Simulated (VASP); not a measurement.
The system is CoNiO2.

```
CELL_PARAMETERS angstrom
3.01433 0.00000 0.00000
0.00000 3.01433 0.00000
0.00000 0.00000 4.22229
ATOMIC_POSITIONS crystal
Ni 0.00000 0.00000 0.00000
Co 0.50000 0.50000 0.50000
O 0.00000 0.00000 0.50000
O 0.50000 0.50000 0.00000
```

Base run:

| Quantity | Value |
| --- | --- |
| Program | VASP 6.6.1 |
| Functional | PBEsol |
| Potentials or basis | VASP PAW PBE potentials, release 64 (Ni, Co, O) |
| Cutoff | 520 eV |
| k mesh | 9 × 9 × 6 |
| Occupations | fermi-dirac, width 0.05 eV |
| Spin | collinear spin, ferromagnetic start |
| Starting moments | [1.0, 2.0, 0.0, 0.0] μB |

Its results: pressure -12.4 GPa; net moment 4.47 μB per cell; site moments Ni +1.32; Co +2.50; O +0.29, +0.27 μB.

Q: The run is repeated on the same cell with these changes: spin from collinear spin, ferromagnetic start to collinear spin, antiferromagnetic start; moments at the start from [1.0, 2.0, 0.0, 0.0] to [1.0, -1.0, 0.0, 0.0]. What comes out?

A: Pressure -13.9 GPa; net moment -1.58 μB per cell; site moments Ni +0.99; Co -2.43; O -0.14, +0.02 μB.

Caveats: the cell stands under tension; the PAW data sets were made with another functional, which shifts forces and pressure a little.
